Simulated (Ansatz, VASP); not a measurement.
Two plane-wave programs on KI

The input POSCAR:

```
KI
1.0
    2.9939027802     -2.9964268261      0.0000000000
    2.9939027802      2.9964268261      0.0000000000
    0.0000000000      0.0000000000      4.2384759234
K I
1 1
Direct
    0.0000000000      0.0000000000      0.0000000000
    0.5000000000      0.5000000000      0.5000000000
```

File INCAR.step1:

```
PREC = Accurate
ENCUT = 520
EDIFF = 1E-5
ISMEAR = 0
SIGMA = 0.02
LREAL = F
LASPH = T
NELM = 100
ALGO = Normal
ISIF = 2
LWAVE = T
LCHARG = F
GGA = PE
NBANDS = 15
```

INCAR.step2

```
PREC = Accurate
ENCUT = 520
EDIFF = 1E-6
ISMEAR = 0
SIGMA = 0.02
LREAL = F
LASPH = T
NELM = 100
ALGO = Normal
ISIF = 2
LWAVE = F
LCHARG = F
GGA = PE
LHFCALC = T
HFSCREEN = 0.2079
PRECFOCK = Normal
ISTART = 1
NBANDS = 15
```

The input KPOINTS:

```
Automatic mesh
0
Gamma
  4 4 4
```

Input for Ansatz:

```yaml
crystal:
  lattice:
    - [2.9939027802, -2.9964268261, 0.0]
    - [2.9939027802, 2.9964268261, 0.0]
    - [0.0, 0.0, 4.2384759234]
  atoms:
    - { symbol: K, position: [0.0, 0.0, 0.0] }
    - { symbol: I, position: [0.5, 0.5, 0.5] }
basis:
  ecutwfc: 420
kpoints:
  mp_grid: { grid: [4, 4, 4] }
  band_path:
    path:
      - [[0.0, 0.0, 0.0], [-0.5, 0.5, 0.0], [-0.499579, 0.500421, 0.0]]
      - [[0.499579, 0.499579, 0.0], [0.0, 0.0, 0.0], [0.0, 0.0, 0.5], [0.499579, 0.499579, 0.5]]
      - [[-0.499579, 0.500421, 0.5], [-0.5, 0.5, 0.5], [-0.5, 0.5, 0.0]]
      - [[0.0, 0.0, 0.0], [0.0, 0.5, 0.0], [0.0, 0.5, 0.5], [0.0, 0.0, 0.5], [-0.5, 0.5, 0.5]]
    npoints: 4
hamiltonian:
  xc: hse06
scf:
  occupations: { method: gaussian, width: 0.02 }
output:
  forces: true
  stress: true
  eigenvalues: true
  populations: true
  dos: { projected: true, de: 0.02 }
  bader: false
  write_density: true
  write_potential: true
  elf: true
  volumetric_format: npy
```

Alike in both runs: task single point; functional HSE06; k mesh 4 × 4 × 4; occupations gaussian, width 0.02 eV; no spin polarisation.

|  | VASP | Ansatz |
| --- | --- | --- |
| version | VASP 6.6.1 | Ansatz 0.2.0 |
| potentials or method | VASP PAW PBE potentials, release 64 (K_sv, I), cutoff 520 eV | scalar-relativistic, plane waves, PAW |
| valence electrons in the cell | 16 | 26 |

```tsv
	VASP	Ansatz	Ansatz less VASP
gap on the k mesh at the Fermi level (eV)	4.40	4.42	+0.013
least direct gap on the mesh (eV)	4.82	4.83	+0.012
pressure (GPa)	0.9	0.9	0.00
```

With one functional, cell and mesh, what is left measures potentials, basis and numerics. VASP's potentials hold 16 valence electrons a cell and Ansatz's 26, so a difference there can come from the potentials and not from the codes. Ansatz's warnings: stress exchange threshold loose, stress scf threshold loose.

Spin-orbit coupling is off throughout.
